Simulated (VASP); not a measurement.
A run of VASP 6.6.1 is set up as follows.

INCAR

```
SYSTEM = Sn3Se
PREC     = Accurate       ! precision mode
ENCUT    = 520            ! plane-wave cutoff, eV
EDIFF    = 1E-6           ! SCF threshold, eV
ISMEAR   = 0              ! smearing method
SIGMA    = 0.15           ! smearing width, eV
LREAL    = .FALSE.        ! projectors in reciprocal space
LASPH    = .TRUE.         ! aspherical terms in the spheres
NELM     = 100            ! most SCF steps
ALGO     = Normal         ! electronic algorithm
ISIF     = 2              ! what is computed and relaxed
LWAVE    = .FALSE.        ! write WAVECAR
LCHARG   = .TRUE.         ! write CHGCAR
GGA      = PS             ! functional
LELF     = .TRUE.         ! ELF
LVHAR    = .TRUE.       
NBANDS   = 32             ! bands
```

KPOINTS

```
Automatic mesh
0
G
  12 12 12
  0 0 0
```

POSCAR

```
Sn3Se
1.0
    0.0000000000      3.6581854746      3.6581854746
    3.6581854746      0.0000000000      3.6581854746
    3.6581854746      3.6581854746      0.0000000000
Sn Se
3 1
Direct
    0.2500000000      0.2500000000      0.2500000000
    0.7500000000      0.7500000000      0.7500000000
    0.5000000000      0.5000000000      0.5000000000
   -0.0076950718      0.0076950718      0.0076950718
```

Potentials or basis: VASP PAW PBE potentials, release 64 (Sn_d, Se).

Run with:

```bash
$ cat potpaw_PBE.64/Sn_d/POTCAR potpaw_PBE.64/Se/POTCAR > POTCAR
$ mpirun -np 1 vasp_std > vasp.out
```

(1) Predict the largest force.

(2) Predict the pressure.

(3) Predict the band gap on the k mesh.

Answers

(1) 0.072 eV/Å.

(2) 0.1 GPa.

(3) zero (bands 24 and 25 overlap by 2.37 eV).

Caveat: the cell differs from its parent crystal (atom 4 (Se) moved +0.056 Å along Cartesian [1 0 0]); the PAW data sets were made with another functional, which shifts forces and pressure a little; spin-orbit coupling is left out, which moves the levels of the heavy elements.
